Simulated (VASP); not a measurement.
The system is Hg2O.

```
CELL_PARAMETERS angstrom
-3.65464 0.17460 0.01975
-0.90156 -0.89706 -4.96976
-0.55284 -7.20760 0.00827
ATOMIC_POSITIONS crystal
Hg 0.71915 0.79813 0.84124
Hg 0.71363 0.78496 0.34593
Hg 0.05850 0.38647 0.53766
Hg 0.07996 0.37893 0.02600
O 0.58667 0.07495 0.60354
O 0.58201 0.07999 0.10676
```

```yaml
Program: VASP 6.6.1
Task: relaxation of cell and atoms
Functional: PBE
Potentials_or_basis: VASP PAW PBE potentials, release 64 (Hg, O)
Cutoff: 600 eV
k_mesh: 6 × 4 × 4
Occupations: gaussian, width 0.2 eV
Spin: no spin polarisation
```

At the start: pressure 5.3 GPa; volume 21.92 Å³/atom.

Where does the relaxation end?

Over 22 steps the energy falls by 86.5 meV/atom and the volume is 22.47 Å³/atom (+2.5 %); space group P1 (No. 1, to 0.1 Å) before, C2 (No. 5, to 0.1 Å).

Step by step:
```tsv
step	energy change (eV)	largest force (eV/Å)	pressure (GPa)	volume (Å³)
1	0.0000	3.2854	5.30	131.54
2	-0.0723	0.8208	-4.67	145.40
3	-0.4617	0.4391	-1.41	137.71
4	-0.4631	0.4481	-1.22	137.44
5	-0.4633	0.4668	-1.10	137.27
6	-0.5026	0.1804	0.07	134.93
7	-0.5029	0.1759	0.18	134.73
8	-0.5073	0.1578	-0.02	134.97
9	-0.5094	0.1497	-0.30	135.31
10	-0.5124	0.1260	-0.16	135.05
11	-0.5153	0.1240	0.19	134.41
12	-0.5168	0.0661	0.01	134.63
13	-0.5170	0.0789	-0.08	134.74
14	-0.5179	0.0465	-0.01	134.66
15	-0.5182	0.0486	0.05	134.59
16	-0.5182	0.0526	0.07	134.56
17	-0.5186	0.0328	-0.01	134.72
18	-0.5187	0.0485	-0.09	134.87
19	-0.5189	0.0370	-0.04	134.83
20	-0.5191	0.0267	0.02	134.79
21	-0.5191	0.0265	0.04	134.77
22	-0.5192	0.0201	0.00	134.84
```

Final structure:
```
CELL_PARAMETERS angstrom
-3.62876 0.14938 0.03439
-0.87848 -0.80305 -5.08776
-0.59881 -7.24130 0.16324
ATOMIC_POSITIONS crystal
Hg 0.72073 0.79939 0.84578
Hg 0.71656 0.80100 0.34656
Hg 0.07579 0.36722 0.53192
Hg 0.08536 0.36693 0.02897
O 0.56785 0.08494 0.60487
O 0.57365 0.08395 0.10303
```
